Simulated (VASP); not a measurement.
CuO: single point with PBEsol

Crystal: CuO.

```
Cu O
1.0
     2.90015    0.00000    0.00000
    -1.45008    2.51161    0.00000
     0.00000    0.00000    5.01758
Cu O
2 2
Direct
  0.00000 0.00000 0.00000
  0.00000 0.00000 0.50000
  0.33333 0.66667 0.25000
  0.66667 0.33333 0.75000
```

```json
{
 "Program": "VASP 6.6.1",
 "Task": "single point",
 "Functional": "PBEsol",
 "Potentials or basis": "VASP PAW PBE potentials, release 64 (Cu, O)",
 "Cutoff": "520 eV",
 "k mesh": "10 × 10 × 6",
 "Occupations": "fermi-dirac, width 0.05 eV",
 "Spin": "no spin polarisation",
 "Dipole correction": "no",
 "Further INCAR settings": "ALGO = Normal; EDIFF = 1e-06; NBANDS = 25"
}
```

```
Pressure               : 2.4 GPa
Band gap on the k mesh : zero (bands 17 and 18 overlap by 1.06 eV)
```

Stress tensor (GPa, compression positive):
```
2.39 0.00 0.00
0.00 2.39 0.00
0.00 0.00 2.51
```

Levels at points of the mesh, in eV from the Fermi level:
| k point | band 14 | band 15 | band 16 | band 17 | band 18 | band 19 | band 20 | band 21 |
| --- | --- | --- | --- | --- | --- | --- | --- | --- |
| (0.00, 0.00, 0.00) | -1.92 | -1.92 | -1.11 | 0.54 | 0.54 | 1.41 | 5.95 | 9.25 |
| (0.50, 0.00, 0.00) | -1.84 | -1.50 | -1.40 | 0.37 | 0.57 | 6.33 | 7.96 | 8.14 |
| (0.00, 0.00, 0.50) | -2.25 | -0.34 | -0.34 | -0.34 | -0.34 | 4.21 | 4.21 | 11.61 |
| (0.50, 0.00, 0.50) | -1.72 | -0.58 | -0.58 | -0.44 | -0.44 | 5.95 | 5.95 | 10.17 |

Wall time 23 s on 1 thread of Intel(R) Xeon(R) 6975P-C (Granite Rapids), with other jobs on the host, peak memory 0.18 GiB.

Caveat: the PAW data sets were made with another functional, which shifts forces and pressure a little; semilocal functionals often make such compounds metallic where correlation or magnetic order opens a gap, which also shifts bond lengths. With open d or f shells a metallic result of PBEsol can be an artefact of self-interaction; +U or a hybrid may open a gap.
